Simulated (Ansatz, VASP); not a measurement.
ZrTiS3: VASP beside Ansatz

```xyz
5
Lattice="4.5643 0.0000 0.0000 0.0000 4.5643 0.0000 0.0000 0.0000 4.5643" Properties=species:S:1:pos:R:3 pbc="T T T"
Zr    2.2822    2.2822    2.2822
Ti    0.0000    0.0000    0.0000
S     0.0000    2.2822    0.0000
S     0.0000    0.0000    2.2822
S     2.2822    0.0000    0.0000
```

Change from the starting cell: species swapped into the KPdF3 type (Pm-3m, No. 221).

Alike in both runs: task relaxation of cell and atoms; functional PBE; k mesh 8 × 8 × 8; occupations gaussian, width 0.1 eV; no spin polarisation.

|  | VASP | Ansatz |
| --- | --- | --- |
| version | VASP 6.6.1 | Ansatz 0.2.0 |
| potentials or method | VASP PAW PBE potentials, release 64 (Zr_sv, Ti_sv, S), cutoff 600 eV | scalar-relativistic, plane waves, PAW |
| valence electrons in the cell | 42 | 42 |

|  | VASP | Ansatz | Ansatz less VASP |
| --- | --- | --- | --- |
| gap on the k mesh at the Fermi level, each at its own relaxed structure (eV) | none | none | - |
| relaxed volume (Å³/atom) | 19.55 | 19.56 | +0.003 |
| relaxed cell length with the largest relative difference (Å) | 4.607 | 4.607 | +0.0003 |

A gap of «none» marks a metal or a gap that the smearing closes.

Noted on VASP's run: too few bands were computed for a metal, which touches its energy and stress.
